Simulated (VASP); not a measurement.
Write the native input for VASP 6.6.1 that does the following.

```yaml
Task: electric field gradients
Functional: PBE
Potentials_or_basis: VASP PAW PBE potentials, release 64 (Hf_pv, C)
Cutoff: 520 eV
k_mesh: 12 × 12 × 12
Occupations: fermi-dirac, width 0.05 eV
Spin: no spin polarisation
Dipole_correction: no
Further_INCAR_settings: ALGO = Normal; EDIFF = 1e-08; NBANDS = 14
```

The structure of HfC lies in POSCAR:

```
HfC
1.0
    0.0000000000      2.3015135457      2.3015135457
    2.3015135457      0.0000000000      2.3015135457
    2.3015135457      2.3015135457      0.0000000000
Hf C
1 1
Direct
    0.5000000000      0.5000000000      0.5000000000
    0.0000000000      0.0000000000      0.0000000000
```

This cell differs from its parent crystal: volume scaled by 0.97.

The input as run:

INCAR

```
  PREC = Accurate
  ENCUT = 520
  EDIFF = 1E-8
  ISMEAR = -1
  SIGMA = 0.05
  LREAL = F
  LASPH = T
  NELM = 100
  ALGO = Normal
  ISIF = 2
  LWAVE = F
  LCHARG = F
  GGA = PE
  LEFG = T
  NBANDS = 14
```

KPOINTS

```
regular mesh
0
Gamma
  12 12 12
```

Potentials or basis: VASP PAW PBE potentials, release 64 (Hf_pv, C).

Command:

```sh
$ cat potpaw_PBE.64/Hf_pv/POTCAR potpaw_PBE.64/C/POTCAR > POTCAR
$ mpirun -np 1 vasp_std > vasp.out
```

Results of the run:

- Pressure: 7.3 GPa
- Band gap on the k mesh: zero (band 7 reaches 7.21 eV, above the bottom of band 8 at 5.76 eV)

Caveat: without QUAD_EFG the Cq values of the log hold for a quadrupole moment of 1 mb, not for the nuclei; spin-orbit coupling is left out, which moves the levels of the heavy elements.

Wall time 14 s on 1 thread of Intel(R) Xeon(R) Platinum 8375C CPU @ 2.90GHz (Ice Lake), with other jobs on the host, peak memory 0.15 GiB.
